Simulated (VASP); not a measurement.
SiO2: single point with PBE

The system is SiO2.

```
CELL_PARAMETERS angstrom
4.10019 0.00000 0.00000
0.00000 4.10019 0.00000
0.00000 0.00000 2.52612
ATOMIC_POSITIONS crystal
Si 0.50000 0.50000 0.50000
Si 0.00000 0.00000 0.00000
O 0.69301 0.69301 0.00000
O 0.19301 0.80699 0.50000
O 0.30699 0.30699 0.00000
O 0.80699 0.19301 0.50000
```

This cell differs from its parent crystal: volume 7.078 Å^3 an atom, c/a of the conventional cell 0.6161.

```yaml
Program: VASP 6.6.1
Task: single point
Functional: PBE
Potentials_or_basis: VASP PAW PBE potentials, release 64 (Si, O)
Cutoff: 520 eV
k_mesh: 6 × 6 × 10
Occupations: gaussian, width 0.05 eV
Spin: no spin polarisation
```

| Item | Value |
| --- | --- |
| Pressure | 52.7 GPa |
| Largest force | 1.026 eV/Å |
| Band gap on the k mesh | 7.52 eV, direct |

Forces in eV/Å, atoms in the order of the input:
```
Si   0.000  0.000  0.000
Si   0.000  0.000  0.000
O    0.725  0.725  0.000
O    0.725 -0.725  0.000
O   -0.725 -0.725  0.000
O   -0.725  0.725  0.000
```

Stress tensor (GPa, compression positive):
```
42.14  0.00  0.00
 0.00 42.14  0.00
 0.00  0.00 73.76
```

Levels at points of the mesh, in eV from the valence-band top:
```
           k point  band 14  band 15  band 16  band 17  band 18  band 19
(0.00, 0.00, 0.00)    -0.95    -0.95     0.00     7.52     7.64     9.91
(0.50, 0.00, 0.00)    -2.71    -1.21    -1.21     9.36     9.36    10.35
(0.50, 0.50, 0.00)    -2.71    -2.70    -2.70     8.89     8.89    11.35
(0.00, 0.00, 0.50)    -3.37    -3.03    -3.03    10.34    10.34    13.48
(0.50, 0.00, 0.50)    -2.56    -1.98    -1.98     9.72     9.72    10.62
(0.50, 0.50, 0.50)    -2.04    -1.74    -1.74     8.34     8.34    11.58
```

It took 42 s on 1 thread of Intel(R) Xeon(R) Platinum 8488C (Sapphire Rapids), with other jobs on the host, peak memory 0.17 GiB.

Caveat: forces of over 1 eV/Å act on the atoms, so gaps and moduli don't describe the material at rest. A k mesh can miss the band edges.
